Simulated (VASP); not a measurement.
# BeTe (F-43m) in VASP: notebook

BeTe is run at these levels: PBE, LDA, PBEsol; tasks: single point.

Everything below comes from runs of VASP 6.6.1. Logs are shortened: lines on timing, memory, paths and dates and some standing lists are left out, and cuts for length are marked.

## 1. The cell of the first run

It takes space group F-43m (No. 216, cubic). Conventional cell: a = 5.657 Å, b = 5.657 Å, c = 5.657 Å, α = 90.00°, β = 90.00°, γ = 90.00°. Within 3.2 Å of Be (site symmetry -43m) lie 4 Te at 2.45 Å. Te (site symmetry -43m) has 4 Be at 2.45 Å within 3.2 Å.

## 2. Single point, PBE

INCAR reads:

```
ALGO     = Normal         # electronic algorithm
EDIFF    = 1E-7           # SCF threshold, eV
ENCUT    = 520            # plane-wave cutoff, eV
GGA      = PE             # functional
ISIF     = 2              # what is computed and relaxed
ISMEAR   = 0              # smearing method
LASPH    = True           # aspherical terms in the spheres
LCHARG   = False          # write CHGCAR
LREAL    = False          # projectors in reciprocal space
LWAVE    = False          # write WAVECAR
NBANDS   = 11             # bands
NELM     = 80             # most SCF steps
PREC     = Accurate       # precision mode
SIGMA    = 0.01           # smearing width, eV
```

KPOINTS reads:

```
k-points
0
Gamma
  4 4 4
```

POSCAR reads:

```
BeTe
1.0
    0.0000000000      2.8286236224      2.8286236224
    2.8286236224      0.0000000000      2.8286236224
    2.8286236224      2.8286236224      0.0000000000
Be Te
1 1
Direct
    0.0000000000      0.0000000000      0.0000000000
    0.2500000000      0.2500000000      0.2500000000
```

Potentials or basis: VASP PAW PBE potentials, release 64 (Be, Te).

The run is started by

```
cat potpaw_PBE.64/Be/POTCAR potpaw_PBE.64/Te/POTCAR > POTCAR
mpirun -np 1 vasp_std > vasp.out
```

OUTCAR:

```text
EDIFF = 1E-7
   ENCUT = 520
   GGA = PE
   ISIF = 2
   ISMEAR = 0
   LASPH = True
   LREAL = False
   NELM = 80
   PREC = Accurate

 ion  position               nearest neighbor table
   1  0.000  0.000  0.000-   2 2.45   2 2.45   2 2.45   2 2.45
   2  0.250  0.250  0.250-   1 2.45   1 2.45   1 2.45   1 2.45

  LATTYP: Found a face centered cubic cell.
 ALAT       =     5.6572472448

  Lattice vectors:

 A1 = (   0.0000000000,   2.8286236224,   2.8286236224)
 A2 = (   2.8286236224,   0.0000000000,   2.8286236224)
 A3 = (   2.8286236224,   2.8286236224,   0.0000000000)

Analysis of symmetry for initial positions (statically):
=====================================================================
 Subroutine PRICEL returns:
 Original cell was already a primitive cell.

 Routine SETGRP: Setting up the symmetry group for a
 face centered cubic supercell.

 Subroutine GETGRP returns: Found 24 space group operations
 (whereof 24 operations were pure point group operations)
 out of a pool of 48 trial point group operations.

The static configuration has the point symmetry T_d .

Analysis of symmetry for dynamics (positions and initial velocities):
=====================================================================
 Subroutine PRICEL returns:
 Original cell was already a primitive cell.

 Routine SETGRP: Setting up the symmetry group for a
 face centered cubic supercell.

 Subroutine GETGRP returns: Found 24 space group operations
 (whereof 24 operations were pure point group operations)
 out of a pool of 48 trial point group operations.

The dynamic configuration has the point symmetry T_d .

 Subroutine INISYM returns: Found 24 space group operations
 (whereof 24 operations are pure point group operations),
 and found     1 'primitive' translations

----------------------------------------------------------------------------------------

                                     Primitive cell

  volume of cell :      45.2643

  direct lattice vectors                    reciprocal lattice vectors
     0.000000000  2.828623622  2.828623622    -0.176764415  0.176764415  0.176764415
     2.828623622  0.000000000  2.828623622     0.176764415 -0.176764415  0.176764415
     2.828623622  2.828623622  0.000000000     0.176764415  0.176764415 -0.176764415

  length of vectors
     4.000277890  4.000277890  4.000277890     0.306164948  0.306164948  0.306164948

  position of ions in fractional coordinates (direct lattice)
     0.000000000  0.000000000  0.000000000
     0.250000000  0.250000000  0.250000000

  ion indices of the primitive-cell ions
   primitive index   ion index
                 1           1
                 2           2

----------------------------------------------------------------------------------------

 KPOINTS: k-points

Automatic generation of k-mesh.
 Grid dimensions read from file:
 generate k-points for:    4    4    4

 Generating k-lattice:

  Cartesian coordinates                     Fractional coordinates (reciprocal lattice)
    -0.044191104  0.044191104  0.044191104     0.250000000  0.000000000  0.000000000
     0.044191104 -0.044191104  0.044191104     0.000000000  0.250000000  0.000000000
     0.044191104  0.044191104 -0.044191104     0.000000000  0.000000000  0.250000000

  Length of vectors
     0.076541237  0.076541237  0.076541237

  Shift w.r.t. Gamma in fractional coordinates (k-lattice)
     0.000000000  0.000000000  0.000000000

 Subroutine IBZKPT returns following result:
 ===========================================

 Found      8 irreducible k-points:

 Following reciprocal coordinates:
            Coordinates               Weight
  0.000000  0.000000  0.000000      1.000000
  0.250000  0.000000  0.000000      8.000000
  0.500000  0.000000  0.000000      4.000000
  0.250000  0.250000  0.000000      6.000000
  0.500000  0.250000  0.000000     24.000000
 -0.250000  0.250000  0.000000     12.000000
  0.500000  0.500000  0.000000      3.000000
 -0.250000  0.500000  0.250000      6.000000
   k-points           NKPTS =      8   k-points in BZ     NKDIM =      8   number of bands    NBANDS=     11
   number of dos      NEDOS =    301   number of ions     NIONS =      2
   total plane-waves  NPLWV =  27000
   dimension x,y,z NGX =    30 NGY =   30 NGZ =   30
   dimension x,y,z NGXF=    60 NGYF=   60 NGZF=   60
   ions per type =               1   1
   NGX,Y,Z   is equivalent  to a cutoff of  12.47, 12.47, 12.47 a.u.
   NGXF,Y,Z  is equivalent  to a cutoff of  24.94, 24.94, 24.94 a.u.
 SYSTEM =  unknown system
   PREC   = accura    normal or accurate (medium, high low for compatibility)
   ISTART =      0    job   : 0-new  1-cont  2-samecut
   ICHARG =      2    charge: 1-file 2-atom 10-const
   ISPIN  =      1    spin polarized calculation?
   LNONCOLLINEAR =      F non collinear calculations
   LSORBIT =      F    spin-orbit coupling
   LASPH  =      T    aspherical Exc in radial PAW
   ENCUT  =  520.0 eV  38.22 Ry    6.18 a.u.   7.44  7.44  7.44*2*pi/ulx,y,z
   NELM   =     80;   NELMIN=  2; NELMDL= -5     # of ELM steps
   EDIFF  = 0.1E-06   stopping-criterion for ELM
   LREAL  =      F    real-space projection
   EDIFFG = 0.1E-05   stopping-criterion for IOM
   NSW    =      0    number of steps for IOM
   IBRION =     -1    ionic relax: 0-MD 1-quasi-New 2-CG
   NFREE  =      0    steps in history (QN), initial steepest desc. (CG)
   ISIF   =      2    stress and relaxation
   ISYM   =      2    0-nonsym 1-usesym 2-fastsym
   POTIM  = 0.5000    time-step for ionic-motion
   TEBEG  =    0.0;   TEEND  =   0.0 temperature during run
   PSTRESS=    0.0 pullay stress
   NELECT =       8.0000    total number of electrons
   NUPDOWN=      -1.0000    fix difference up-down
   EMIN   =  10.00;   EMAX   =-10.00  energy-range for DOS
   EFERMI =   0.00;   METHOD = LEGACY
   ISMEAR =     0;   SIGMA  =   0.01  broadening in eV -4-tet -1-fermi 0-gaus
   EFERMI_NEDOS =   21; number of points for ismear=-14 and -15
   IALGO  =     38    algorithm
   IMIX   =      4    mixing-type and parameters
     AMIX     =   0.40;   BMIX     =  1.00
     AMIX_MAG =   1.60;   BMIX_MAG =  1.00
  volume/ion in A,a.u.               =      22.63       152.73
  Fermi-wavevector in a.u.,A,eV,Ry     =   0.918727  1.736142 11.484116  0.844059
  Thomas-Fermi vector in A             =   2.043841
   LORBIT       =      0    0 simple, 1 ext, 2 COOP (PROOUT), +10 PAW based schemes
   GGA     = PE    functional components
   LHFCALC =     F    Hartree Fock is set to
   AEXX    =    0.0000 exact exchange contribution
   IVDW    =     0    specifies the selected vdW correction
   LEPSILON=     F    determine dielectric tensor
   LRPA    =     F    only Hartree local field effects (RPA)
 non-spin polarized calculation
 Gauss-broadening in eV      SIGMA  =   0.01
  energy-cutoff  :      520.00
  volume of cell :       45.26
 maximum number of plane-waves:      1243
 NGX is ok and might be reduce to    30
   NGX = 15   NGY = 15   NGZ = 15

 number of electron       8.0000000 magnetization

 Free energy of the ion-electron system (eV)
  ---------------------------------------------------
  ext. energy  EPLUGINS =         0.00000000
  ---------------------------------------------------
  free energy    TOTEN  =        -7.54720714 eV

  energy without entropy =       -7.54720714  energy(sigma->0) =       -7.54720714

 E-fermi :   5.0867     XC(G=0):  -8.9893

 val. band max:        4.9691444569   @ k =   0.0000   0.0000   0.0000
 cond. band min:       6.9658289127   @ k =   0.5000   0.5000   0.0000
 fundamental gap:      1.9966844558
 Fermi energy:         5.0866545140

 k-point     1 :       0.0000    0.0000    0.0000
  band No.  band energies     occupation
      1      -7.2384      2.00000
      2       4.9691      2.00000
      3       4.9691      2.00000
      4       4.9691      2.00000
      5       8.5773      0.00000
      6       8.5773      0.00000
      7       8.5773      0.00000
      8       8.6914      0.00000
      9      13.2604      0.00000
     10      15.1753      0.00000
     11      15.1753      0.00000

 k-point     2 :       0.2500    0.0000    0.0000
  band No.  band energies     occupation
      1      -6.6939      2.00000
      2       1.6914      2.00000
      3       4.3078      2.00000
      4       4.3078      2.00000
      5       8.2455      0.00000
      6       9.4403      0.00000
      7       9.4403      0.00000
      8      11.9268      0.00000
      9      13.9878      0.00000
     10      13.9878      0.00000
     11      14.0016      0.00000

 k-point     3 :       0.5000    0.0000    0.0000
  band No.  band energies     occupation
      1      -5.9240      2.00000
      2      -0.4935      2.00000
      3       3.8563      2.00000
      4       3.8563      2.00000
      5       8.0023      0.00000
      6       9.5530      0.00000
      7       9.5530      0.00000
      8      12.7852      0.00000
      9      15.8436      0.00000
     10      16.4130      0.00000
     11      16.4130      0.00000

 k-point     4 :       0.2500    0.2500    0.0000
  band No.  band energies     occupation
      1      -6.5083      2.00000
      2       2.0956      2.00000
      3       3.3195      2.00000
      4       3.3195      2.00000
      5       7.5816      0.00000
      6       9.3491      0.00000
      7      11.3664      0.00000
      8      11.3664      0.00000
      9      13.5370      0.00000
     10      15.6974      0.00000
     11      16.1420      0.00000

 k-point     5 :       0.5000    0.2500    0.0000
  band No.  band energies     occupation
      1      -5.7167      2.00000
      2       0.1854      2.00000
      3       2.0265      2.00000
      4       2.9856      2.00000
      5       7.9372      0.00000
      6      10.4755      0.00000
      7      11.4342      0.00000
      8      11.7746      0.00000
      9      15.2741      0.00000
     10      16.6824      0.00000
     11      17.2527      0.00000

 k-point     6 :      -0.2500    0.2500    0.0000
  band No.  band energies     occupation
      1      -5.9929      2.00000
      2       0.6670      2.00000
      3       1.8519      2.00000
      4       3.7841      2.00000
      5       8.7076      0.00000
      6      10.4674      0.00000
      7      11.0931      0.00000
      8      11.5476      0.00000
      9      13.3643      0.00000
     10      14.7824      0.00000
     11      17.2676      0.00000

 k-point     7 :       0.5000    0.5000    0.0000
  band No.  band energies     occupation
      1      -5.4436      2.00000
      2      -0.0819      2.00000
      3       2.3692      2.00000
      4       2.3692      2.00000
      5       6.9658      0.00000
      6       7.6437      0.00000
      7      14.5812      0.00000
      8      14.5812      0.00000
      9      16.4280      0.00000
     10      17.8380      0.00000
     11      18.3256      0.00000

 k-point     8 :      -0.2500    0.5000    0.2500
  band No.  band energies     occupation
      1      -5.4114      2.00000
      2       0.4346      2.00000
      3       1.3412      2.00000
      4       1.8203      2.00000
      5      10.2431      0.00000
      6      10.4854      0.00000
      7      10.5164      0.00000
      8      11.0846      0.00000
      9      15.7800      0.00000
     10      16.5807      0.00000
     11      17.7245      0.00000

------------------------ aborting loop because EDIFF is reached ----------------------------------------

  FORCE on cell =-STRESS in cart. coord.  units (eV):
  Direction    XX          YY          ZZ          XY          YZ          ZX
  --------------------------------------------------------------------------------------
  -------------------------------------------------------------------------------------
  Total        0.2181159      0.2181159      0.2181159     -0.0000000      0.0000000     -0.0000000
  in kB        7.7204467      7.7204467      7.7204467     -0.0000000      0.0000000     -0.0000000
  external PRESSURE =       7.7204467 kB  Pullay stress =       0.0000000 kB

 VOLUME and BASIS-vectors are now :
 -----------------------------------------------------------------------------
  energy-cutoff  :      520.00
  volume of cell :       45.26
      direct lattice vectors                 reciprocal lattice vectors
     0.000000000  2.828623622  2.828623622    -0.176764415  0.176764415  0.176764415
     2.828623622  0.000000000  2.828623622     0.176764415 -0.176764415  0.176764415
     2.828623622  2.828623622  0.000000000     0.176764415  0.176764415 -0.176764415

 POSITION                                       TOTAL-FORCE (eV/Angst)
 -----------------------------------------------------------------------------------
      0.00000      0.00000      0.00000         0.000000      0.000000      0.000000
      1.41431      1.41431      1.41431        -0.000000     -0.000000     -0.000000
 -----------------------------------------------------------------------------------
    total drift:                                0.000000      0.000000      0.000000

  FREE ENERGIE OF THE ION-ELECTRON SYSTEM (eV)
  ---------------------------------------------------
  free  energy   TOTEN  =        -7.5472071448 eV

  energy  without entropy=       -7.5472071448  energy(sigma->0) =       -7.54720714
```

Run time: 3.6 s. Hardware: 1 thread of AMD EPYC 9R45 (Zen 5), shared host; peak memory 0.13 GiB.

Results:

| Item | Value |
| --- | --- |
| Free energy | -7.5472 eV |
| Pressure | 0.8 GPa |
| Band gap on the k mesh | 2.00 eV (least direct gap 3.61 eV) |

Levels at points of the mesh, in eV from the valence-band top:
| k point | band 2 | band 3 | band 4 | band 5 | band 6 | band 7 |
| --- | --- | --- | --- | --- | --- | --- |
| (0.00, 0.00, 0.00) | 0.00 | 0.00 | 0.00 | 3.61 | 3.61 | 3.61 |
| (0.50, 0.00, 0.00) | -5.46 | -1.11 | -1.11 | 3.03 | 4.58 | 4.58 |
| (0.50, 0.50, 0.00) | -5.05 | -2.60 | -2.60 | 2.00 | 2.67 | 9.61 |

Caveat: the k points lie up to 0.48 Å⁻¹ apart; spin-orbit coupling is left out, which moves the levels of the heavy elements. A k mesh can miss the band edges.

## 3. Single point, LDA

This run uses another cell than the first one, of 21.43 Å³/atom.

INCAR reads:

```
PREC = Accurate
ENCUT = 520
EDIFF = 1E-6
ISMEAR = -1
SIGMA = 0.02
LREAL = F
LASPH = T
NELM = 60
ALGO = Normal
ISIF = 2
LWAVE = F
LCHARG = T
GGA = CA
LELF = T
LVHAR = T
NBANDS = 11
```

KPOINTS reads:

```
Automatic mesh
0
Gamma
  8 8 8
```

POSCAR reads:

```
BeTe
1.0
    0.0000000000      2.7774353626      2.7774353626
    2.7774353626      0.0000000000      2.7774353626
    2.7774353626      2.7774353626      0.0000000000
Be Te
1 1
Direct
    0.0000000000      0.0000000000      0.0000000000
    0.2500000000      0.2500000000      0.2500000000
```

Potentials or basis: VASP PAW LDA potentials, release 64 (Be, Te).

The run is started by

```
cat potpaw_LDA.64/Be/POTCAR potpaw_LDA.64/Te/POTCAR > POTCAR
mpirun -np 1 vasp_std > vasp.out
```

Run time: 6.8 s. Hardware: 1 thread of AMD EPYC 9R45 (Zen 5), shared host; peak memory 0.12 GiB.

Results (log left out):

- Free energy: -8.7265 eV
- Pressure: 0.3 GPa
- Band gap on the k mesh: 1.77 eV (least direct gap 3.55 eV)

Levels at points of the mesh, in eV from the valence-band top:
| k point | band 1 | band 2 | band 3 | band 4 | band 5 | band 6 | band 7 | band 8 |
| --- | --- | --- | --- | --- | --- | --- | --- | --- |
| (0.00, 0.00, 0.00) | -12.60 | 0.00 | 0.00 | 0.00 | 3.55 | 3.55 | 3.55 | 4.03 |
| (0.50, 0.00, 0.00) | -11.16 | -5.80 | -1.20 | -1.20 | 3.17 | 4.54 | 4.54 | 7.63 |
| (0.50, 0.50, 0.00) | -10.63 | -5.30 | -2.80 | -2.80 | 1.77 | 2.59 | 9.86 | 9.86 |

Caveat: spin-orbit coupling is left out, which moves the levels of the heavy elements. A k mesh can miss the band edges.

## 4. Single point, PBE

This run uses another cell than the first one, of 22.71 Å³/atom.

INCAR reads:

```
  PREC = Accurate
  ENCUT = 520
  EDIFF = 1E-6
  ISMEAR = -1
  SIGMA = 0.02
  LREAL = False
  LASPH = True
  NELM = 60
  ALGO = Normal
  ISIF = 2
  LWAVE = False
  LCHARG = True
  GGA = PE
  LELF = True
  LVHAR = True
  NBANDS = 11
```

KPOINTS reads:

```
regular mesh
0
Gamma
  8 8 8
```

POSCAR reads:

```
BeTe
1.0
    0.0000000000      2.8319820891      2.8319820891
    2.8319820891      0.0000000000      2.8319820891
    2.8319820891      2.8319820891      0.0000000000
Be Te
1 1
Direct
    0.0000000000      0.0000000000      0.0000000000
    0.2500000000      0.2500000000      0.2500000000
```

Potentials or basis: VASP PAW PBE potentials, release 64 (Be, Te).

The run is started by

```
cat potpaw_PBE.64/Be/POTCAR potpaw_PBE.64/Te/POTCAR > POTCAR
mpirun -np 1 vasp_std > vasp.out
```

It took 8.8 s on 1 thread of AMD EPYC 9R45 (Zen 5), shared host; peak memory 0.14 GiB.

It converged, with:

| Quantity | Value |
| --- | --- |
| Free energy | -7.6245 eV |
| Pressure | 0.1 GPa |
| Band gap on the k mesh | 2.01 eV (least direct gap 3.62 eV) |

Levels at points of the mesh, in eV from the valence-band top:
```csv
k point,band 1,band 2,band 3,band 4,band 5,band 6,band 7,band 8,band 9
"(0.00, 0.00, 0.00)",-12.19,0.00,0.00,0.00,3.62,3.62,3.62,3.70,8.29
"(0.50, 0.00, 0.00)",-10.88,-5.43,-1.10,-1.10,3.03,4.60,4.60,7.82,10.86
"(0.50, 0.50, 0.00)",-10.41,-5.03,-2.58,-2.58,2.01,2.69,9.60,9.60,11.45
```

Caveat: spin-orbit coupling is left out, which moves the levels of the heavy elements. A k mesh can miss the band edges.

(Continued in part 2 of 2.)
